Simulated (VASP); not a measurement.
# Hf2BeCN2 (P4/mmm) in VASP: a series of runs

Runs on Hf2BeCN2. Level: PBE. Tasks: single point, relaxation of cell and atoms.

Program: VASP 6.6.1. These are calculated values, not measurements. Logs are shortened: lines on timing, memory, paths and dates and some standing lists are left out, and cuts for length are marked.

### Step 1. The cell of the first run

Symmetry: P4/mmm, No. 123, tetragonal system. Conventional cell: a = 3.405 Å, b = 3.405 Å, c = 5.698 Å, α = 90.00°, β = 90.00°, γ = 90.00°. Hf (site symmetry 4mm) has 4 N at 2.21 Å and 4 Be at 2.79 Å and 4 C at 2.80 Å and 2 Hf at 2.83 to 2.87 Å within 2.9 Å. Within 2.3 Å of Be (site symmetry 4/mmm) lie 4 N at 1.70 Å. Within 3.7 Å of C (site symmetry 4/mmm) lie 8 Hf at 2.80 Å and 2 Be at 2.85 Å and 8 N at 3.32 Å and 4 C at 3.41 Å. N (site symmetry mmm) has 2 Be at 1.70 Å and 4 Hf at 2.21 Å within 2.3 Å.

The cell was built from a structure type or drawn by symmetry, and may not be a known phase.

### Step 2. Single point, PBE

Contents of INCAR:

```
PREC     = Accurate       # precision mode
ENCUT    = 520            # plane-wave cutoff, eV
EDIFF    = 1E-6           # SCF threshold, eV
ISMEAR   = 0              # smearing method
SIGMA    = 0.1            # smearing width, eV
LREAL    = False          # projectors in reciprocal space
LASPH    = True           # aspherical terms in the spheres
NELM     = 100            # most SCF steps
ALGO     = Normal         # electronic algorithm
ISIF     = 2              # what is computed and relaxed
LWAVE    = False          # write WAVECAR
LCHARG   = True           # write CHGCAR
GGA      = PE             # functional
LELF     = True           # ELF
LVHAR    = True         
NBANDS   = 27             # bands
```

Contents of KPOINTS:

```
Automatic mesh
0
Gamma
  6 6 4
```

Contents of POSCAR:

```
Hf2BeCN2
1.0
    3.4051461495      0.0000000000      0.0000000000
    0.0000000000      3.4051461495      0.0000000000
    0.0000000000      0.0000000000      5.6979250701
Hf Be C N
2 1 1 2
Direct
    0.0000000000      0.0000000000      0.2485656122
    0.0000000000      0.0000000000      0.7514343878
    0.5000000000      0.5000000000      0.0000000000
    0.5000000000      0.5000000000      0.5000000000
    0.0000000000      0.5000000000      0.0000000000
    0.5000000000      0.0000000000      0.0000000000
```

Potentials or basis: VASP PAW PBE potentials, release 64 (Hf_pv, Be, C, N).

On the command line:

```
$ cat potpaw_PBE.64/Hf_pv/POTCAR potpaw_PBE.64/Be/POTCAR potpaw_PBE.64/C/POTCAR potpaw_PBE.64/N/POTCAR > POTCAR
$ mpirun -np 1 vasp_std > vasp.out
```

OUTCAR:

```text
PREC = Accurate
   ENCUT = 520
   EDIFF = 1E-6
   ISMEAR = 0
   LREAL = False
   LASPH = True
   NELM = 100
   ISIF = 2
   GGA = PE

 ion  position               nearest neighbor table
   1  0.000  0.000  0.249-   5 2.21   6 2.21   5 2.21   6 2.21   3 2.79   3 2.79   3 2.79   3 2.79
                             4 2.80   4 2.80   4 2.80   4 2.80   2 2.83   2 2.87
   2  0.000  0.000  0.751-   5 2.21   6 2.21   5 2.21   6 2.21   3 2.79   3 2.79   3 2.79   3 2.79
                             4 2.80   4 2.80   4 2.80   4 2.80   1 2.83   1 2.87
   3  0.500  0.500  0.000-   5 1.70   6 1.70   6 1.70   5 1.70   1 2.79   2 2.79   1 2.79   1 2.79
                             2 2.79   2 2.79   1 2.79   2 2.79
   4  0.500  0.500  0.500-   1 2.80   2 2.80   1 2.80   2 2.80   1 2.80   2 2.80   1 2.80   2 2.80

   5  0.000  0.500  0.000-   3 1.70   3 1.70   1 2.21   1 2.21   2 2.21   2 2.21
   6  0.500  0.000  0.000-   3 1.70   3 1.70   1 2.21   2 2.21   1 2.21   2 2.21

  LATTYP: Found a simple tetragonal cell.
 ALAT       =     3.4051461495
 C/A-ratio  =     1.6733276106

  Lattice vectors:

 A1 = (   3.4051461495,   0.0000000000,   0.0000000000)
 A2 = (   0.0000000000,   3.4051461495,   0.0000000000)
 A3 = (   0.0000000000,   0.0000000000,   5.6979250701)

Analysis of symmetry for initial positions (statically):
=====================================================================
 Subroutine PRICEL returns:
 Original cell was already a primitive cell.

 Routine SETGRP: Setting up the symmetry group for a
 simple tetragonal supercell.

 Subroutine GETGRP returns: Found 16 space group operations
 (whereof 16 operations were pure point group operations)
 out of a pool of 16 trial point group operations.

The static configuration has the point symmetry D_4h.

Analysis of symmetry for dynamics (positions and initial velocities):
=====================================================================
 Subroutine PRICEL returns:
 Original cell was already a primitive cell.

 Routine SETGRP: Setting up the symmetry group for a
 simple tetragonal supercell.

 Subroutine GETGRP returns: Found 16 space group operations
 (whereof 16 operations were pure point group operations)
 out of a pool of 16 trial point group operations.

The dynamic configuration has the point symmetry D_4h.

 Subroutine INISYM returns: Found 16 space group operations
 (whereof 16 operations are pure point group operations),
 and found     1 'primitive' translations

----------------------------------------------------------------------------------------

                                     Primitive cell

  volume of cell :      66.0676

  direct lattice vectors                    reciprocal lattice vectors
     3.405146150  0.000000000  0.000000000     0.293673151  0.000000000  0.000000000
     0.000000000  3.405146150  0.000000000     0.000000000  0.293673151  0.000000000
     0.000000000  0.000000000  5.697925070     0.000000000  0.000000000  0.175502483

  length of vectors
     3.405146150  3.405146150  5.697925070     0.293673151  0.293673151  0.175502483

  position of ions in fractional coordinates (direct lattice)
     0.000000000  0.000000000  0.248565612
     0.000000000  0.000000000  0.751434388
     0.500000000  0.500000000  0.000000000
     0.500000000  0.500000000  0.500000000
     0.000000000  0.500000000  0.000000000
     0.500000000  0.000000000  0.000000000

  ion indices of the primitive-cell ions
   primitive index   ion index
                 1           1
                 2           2
                 3           3
                 4           4
                 5           5
                 6           6

----------------------------------------------------------------------------------------

 KPOINTS: Automatic mesh

Automatic generation of k-mesh.
 Grid dimensions read from file:
 generate k-points for:    6    6    4

 Generating k-lattice:

  Cartesian coordinates                     Fractional coordinates (reciprocal lattice)
     0.048945525  0.000000000  0.000000000     0.166666667  0.000000000  0.000000000
     0.000000000  0.048945525  0.000000000     0.000000000  0.166666667  0.000000000
     0.000000000  0.000000000  0.043875621     0.000000000  0.000000000  0.250000000

  Length of vectors
     0.048945525  0.048945525  0.043875621

  Shift w.r.t. Gamma in fractional coordinates (k-lattice)
     0.000000000  0.000000000  0.000000000

 Subroutine IBZKPT returns following result:
 ===========================================

 Found     30 irreducible k-points:

 Following reciprocal coordinates:
            Coordinates               Weight
  0.000000  0.000000  0.000000      1.000000
  0.166667  0.000000  0.000000      4.000000
  0.333333  0.000000  0.000000      4.000000
  0.500000  0.000000  0.000000      2.000000
  0.166667  0.166667  0.000000      4.000000
  0.333333  0.166667  0.000000      8.000000
[... 16 lines left out ...]
  0.333333  0.000000  0.500000      4.000000
  0.500000  0.000000  0.500000      2.000000
 [... further k-points ...]
   k-points           NKPTS =     30   k-points in BZ     NKDIM =     30   number of bands    NBANDS=     27
   number of dos      NEDOS =    301   number of ions     NIONS =      6
   total plane-waves  NPLWV =  32928
   dimension x,y,z NGX =    28 NGY =   28 NGZ =   42
   dimension x,y,z NGXF=    56 NGYF=   56 NGZF=   84
   ions per type =               2   1   1   2
   NGX,Y,Z   is equivalent  to a cutoff of  13.67, 13.67, 12.25 a.u.
   NGXF,Y,Z  is equivalent  to a cutoff of  27.34, 27.34, 24.51 a.u.
 SYSTEM =  unknown system
   PREC   = accura    normal or accurate (medium, high low for compatibility)
   ISTART =      0    job   : 0-new  1-cont  2-samecut
   ICHARG =      2    charge: 1-file 2-atom 10-const
   ISPIN  =      1    spin polarized calculation?
   LNONCOLLINEAR =      F non collinear calculations
   LSORBIT =      F    spin-orbit coupling
   LASPH  =      T    aspherical Exc in radial PAW
   ENCUT  =  520.0 eV  38.22 Ry    6.18 a.u.   6.33  6.33 10.59*2*pi/ulx,y,z
   NELM   =    100;   NELMIN=  2; NELMDL= -5     # of ELM steps
   EDIFF  = 0.1E-05   stopping-criterion for ELM
   LREAL  =      F    real-space projection
   EDIFFG = 0.1E-04   stopping-criterion for IOM
   NSW    =      0    number of steps for IOM
   IBRION =     -1    ionic relax: 0-MD 1-quasi-New 2-CG
   NFREE  =      0    steps in history (QN), initial steepest desc. (CG)
   ISIF   =      2    stress and relaxation
   ISYM   =      2    0-nonsym 1-usesym 2-fastsym
   POTIM  = 0.5000    time-step for ionic-motion
   TEBEG  =    0.0;   TEEND  =   0.0 temperature during run
   PSTRESS=    0.0 pullay stress
   NELECT =      36.0000    total number of electrons
   NUPDOWN=      -1.0000    fix difference up-down
   EMIN   =  10.00;   EMAX   =-10.00  energy-range for DOS
   EFERMI =   0.00;   METHOD = LEGACY
   ISMEAR =     0;   SIGMA  =   0.10  broadening in eV -4-tet -1-fermi 0-gaus
   EFERMI_NEDOS =   21; number of points for ismear=-14 and -15
   IALGO  =     38    algorithm
   IMIX   =      4    mixing-type and parameters
     AMIX     =   0.40;   BMIX     =  1.00
     AMIX_MAG =   1.60;   BMIX_MAG =  1.00
  volume/ion in A,a.u.               =      11.01        74.31
  Fermi-wavevector in a.u.,A,eV,Ry     =   1.337148  2.526844 24.326749  1.787966
  Thomas-Fermi vector in A             =   2.465720
   LORBIT       =      0    0 simple, 1 ext, 2 COOP (PROOUT), +10 PAW based schemes
   GGA     = PE    functional components
   LHFCALC =     F    Hartree Fock is set to
   AEXX    =    0.0000 exact exchange contribution
   IVDW    =     0    specifies the selected vdW correction
   LEPSILON=     F    determine dielectric tensor
   LRPA    =     F    only Hartree local field effects (RPA)
 non-spin polarized calculation
 Gauss-broadening in eV      SIGMA  =   0.10
  energy-cutoff  :      520.00
  volume of cell :       66.07
 maximum number of plane-waves:      1796
 NGX is ok and might be reduce to    28
   NGX = 13   NGY = 13   NGZ = 21

 number of electron      36.0000003 magnetization

 Free energy of the ion-electron system (eV)
  ---------------------------------------------------
  ext. energy  EPLUGINS =         0.00000000
  ---------------------------------------------------
  free energy    TOTEN  =       -51.99841997 eV

  energy without entropy =      -51.98788587  energy(sigma->0) =      -51.99315292

 E-fermi :   6.3225     XC(G=0): -11.9482

 val. band max:        6.3182975453   @ k =   0.0000   0.0000   0.2500
 cond. band min:       6.3523136176   @ k =   0.5000   0.5000   0.5000
 fundamental gap:      0.0340160723
 Fermi energy:         6.3224702674

 k-point     1 :       0.0000    0.0000    0.0000
  band No.  band energies     occupation
      1     -25.5447      2.00000
      2     -24.7342      2.00000
      3     -24.7342      2.00000
      4     -24.5780      2.00000
      5     -24.5780      2.00000
      6     -24.3235      2.00000
[... 19 lines left out ...]
     26      12.2917      0.00000
     27      12.9857      0.00000

 k-point     2 :       0.1667    0.0000    0.0000
  band No.  band energies     occupation
      1     -25.5301      2.00000
      2     -24.8082      2.00000
      3     -24.7282      2.00000
      4     -24.6378      2.00000
      5     -24.5736      2.00000
      6     -24.3170      2.00000
[... 19 lines left out ...]
     26      12.3709      0.00000
     27      12.5351      0.00000

 k-point     3 :       0.3333    0.0000    0.0000
  band No.  band energies     occupation
      1     -25.4997      2.00000
      2     -24.9537      2.00000
      3     -24.7547      2.00000
      4     -24.7162      2.00000
      5     -24.5648      2.00000
      6     -24.3046      2.00000
[... 19 lines left out ...]
     26      11.4777      0.00000
     27      12.4983      0.00000

 k-point     4 :       0.5000    0.0000    0.0000
  band No.  band energies     occupation
      1     -25.4834      2.00000
      2     -25.0258      2.00000
      3     -24.8119      2.00000
      4     -24.7102      2.00000
      5     -24.5603      2.00000
      6     -24.2986      2.00000
[... 19 lines left out ...]
     26      11.6472      0.00000
     27      12.0389      0.00000

 k-point     5 :       0.1667    0.1667    0.0000
  band No.  band energies     occupation
      1     -25.5157      2.00000
      2     -24.8035      2.00000
      3     -24.7997      2.00000
      4     -24.6350      2.00000
      5     -24.6308      2.00000
      6     -24.3106      2.00000
[... 19 lines left out ...]
     26      12.2915      0.00000
     27      12.8993      0.00000

 k-point     6 :       0.3333    0.1667    0.0000
  band No.  band energies     occupation
      1     -25.4855      2.00000
      2     -24.9460      2.00000
      3     -24.7884      2.00000
      4     -24.7488      2.00000
      5     -24.6230      2.00000
      6     -24.2984      2.00000
[... 444 lines left out ...]
      1     -25.0655      2.00000
      2     -24.8606      2.00000
      3     -24.6797      2.00000
      4     -24.6797      2.00000
      5     -24.6338      2.00000
      6     -24.6338      2.00000
[... 19 lines left out ...]
     26      10.5819      0.00000
     27      12.2876      0.00000

 k-point    22 :       0.1667    0.0000    0.5000
  band No.  band energies     occupation
      1     -25.0537      2.00000
      2     -24.8526      2.00000
      3     -24.7486      2.00000
      4     -24.6964      2.00000
      5     -24.6741      2.00000
      6     -24.6290      2.00000
[... 19 lines left out ...]
     26      11.5334      0.00000
     27      13.2116      0.00000

 k-point    23 :       0.3333    0.0000    0.5000
  band No.  band energies     occupation
      1     -25.0277      2.00000
      2     -24.8856      2.00000
      3     -24.8369      2.00000
      4     -24.8187      2.00000
      5     -24.6630      2.00000
      6     -24.6193      2.00000
[... 19 lines left out ...]
     26      12.0769      0.00000
     27      12.3428      0.00000

 k-point    24 :       0.5000    0.0000    0.5000
  band No.  band energies     occupation
      1     -25.0068      2.00000
      2     -24.9605      2.00000
      3     -24.8798      2.00000
      4     -24.8280      2.00000
      5     -24.6574      2.00000
      6     -24.6144      2.00000
[... 19 lines left out ...]
     26      11.2652      0.00000
     27      11.7032      0.00000

 [... further k-points ...]

------------------------ aborting loop because EDIFF is reached ----------------------------------------

  FORCE on cell =-STRESS in cart. coord.  units (eV):
  Direction    XX          YY          ZZ          XY          YZ          ZX
  --------------------------------------------------------------------------------------
  -------------------------------------------------------------------------------------
  Total       -0.5440682     -0.5440682     -1.0103721      0.0000000      0.0000000      0.0000000
  in kB      -13.1939768    -13.1939768    -24.5021200      0.0000000      0.0000000      0.0000000
  external PRESSURE =     -16.9633579 kB  Pullay stress =       0.0000000 kB

 VOLUME and BASIS-vectors are now :
 -----------------------------------------------------------------------------
  energy-cutoff  :      520.00
  volume of cell :       66.07
      direct lattice vectors                 reciprocal lattice vectors
     3.405146150  0.000000000  0.000000000     0.293673151  0.000000000  0.000000000
     0.000000000  3.405146150  0.000000000     0.000000000  0.293673151  0.000000000
     0.000000000  0.000000000  5.697925070     0.000000000  0.000000000  0.175502483

 POSITION                                       TOTAL-FORCE (eV/Angst)
 -----------------------------------------------------------------------------------
      0.00000      0.00000      1.41631        -0.000000     -0.000000     -0.195893
      0.00000      0.00000      4.28162         0.000000     -0.000000      0.195893
      1.70257      1.70257      0.00000         0.000000      0.000000      0.000000
      1.70257      1.70257      2.84896         0.000000      0.000000      0.000000
      0.00000      1.70257      0.00000         0.000000      0.000000      0.000000
      1.70257      0.00000      0.00000         0.000000      0.000000      0.000000
 -----------------------------------------------------------------------------------
    total drift:                               -0.000000     -0.000000     -0.000000

  FREE ENERGIE OF THE ION-ELECTRON SYSTEM (eV)
  ---------------------------------------------------
  free  energy   TOTEN  =       -51.9984199687 eV

  energy  without entropy=      -51.9878858701  energy(sigma->0) =      -51.99315292
```

Run time: 57 s. Hardware: 1 thread of Intel Xeon Platinum 8488C (Sapphire Rapids), shared host; peak memory 0.21 GiB.

What came out:

* Free energy: -51.9984 eV
* Pressure: -1.7 GPa
* Largest force: 0.196 eV/Å
* Band gap on the k mesh: zero (bands 18 and 19 overlap by 0.68 eV)

Forces in eV/Å, atoms in the order of the input:
```
Hf   0.000  0.000 -0.196
Hf   0.000  0.000  0.196
Be   0.000  0.000  0.000
C    0.000  0.000  0.000
N    0.000  0.000  0.000
N    0.000  0.000  0.000
```

Levels at points of the mesh, in eV from the Fermi level:
| k point | band 15 | band 16 | band 17 | band 18 | band 19 | band 20 | band 21 | band 22 |
| --- | --- | --- | --- | --- | --- | --- | --- | --- |
| (0.00, 0.00, 0.00) | -1.99 | -1.99 | -0.05 | 0.45 | 0.45 | 1.10 | 2.94 | 3.60 |
| (0.50, 0.00, 0.00) | -3.64 | -3.45 | -1.07 | -0.11 | 0.63 | 2.04 | 2.88 | 4.73 |
| (0.50, 0.50, 0.00) | -3.28 | -3.28 | -0.63 | 0.60 | 0.95 | 4.16 | 4.17 | 4.54 |
| (0.00, 0.00, 0.50) | -1.49 | -1.49 | -0.57 | -0.57 | 0.97 | 2.24 | 2.34 | 3.26 |
| (0.50, 0.00, 0.50) | -3.89 | -2.26 | -1.08 | -0.75 | 1.32 | 2.28 | 2.29 | 3.38 |
| (0.50, 0.50, 0.50) | -3.06 | -1.08 | -0.61 | 0.03 | 0.60 | 0.70 | 3.78 | 3.78 |

Caveat: spin-orbit coupling is left out, which moves the levels of the heavy elements.

[end of part 1 of 2]
